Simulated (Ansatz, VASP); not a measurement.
# One calculation of Na, two programs

```
Na
1.0
     3.69519    0.00000    0.00000
    -1.84759    3.20013    0.00000
     0.00000    0.00000    6.10304
Na
2
Direct
  0.33333 0.66667 0.25000
  0.66667 0.33333 0.75000
```

Change from the starting cell: mode 4 frozen in at +0.000 Å, equal normal strain along x and y -0.0133.

Alike in both runs: task single point; functional PBE; k mesh 15 × 15 × 8; occupations gaussian, width 0.15 eV; no spin polarisation.

|  | VASP | Ansatz |
| --- | --- | --- |
| version | VASP 6.6.1 | Ansatz 0.2.0 |
| potentials or method | VASP PAW PBE potentials, release 64 (Na_pv), cutoff 520 eV | scalar-relativistic, plane waves, PAW |
| valence electrons in the cell | 14 | 18 |

```csv
,VASP,Ansatz,Ansatz less VASP
gap on the k mesh at the Fermi level (eV),none,none,-
pressure (GPa),0.2,0.2,-0.01
"traceless stress, the component that is largest in VASP (GPa)",-0.10,-0.10,-0.001
```

A gap of «none» marks a metal or a gap that the smearing closes. VASP's potentials hold 14 valence electrons a cell and Ansatz's 18, so a difference there can come from the potentials and not from the codes.
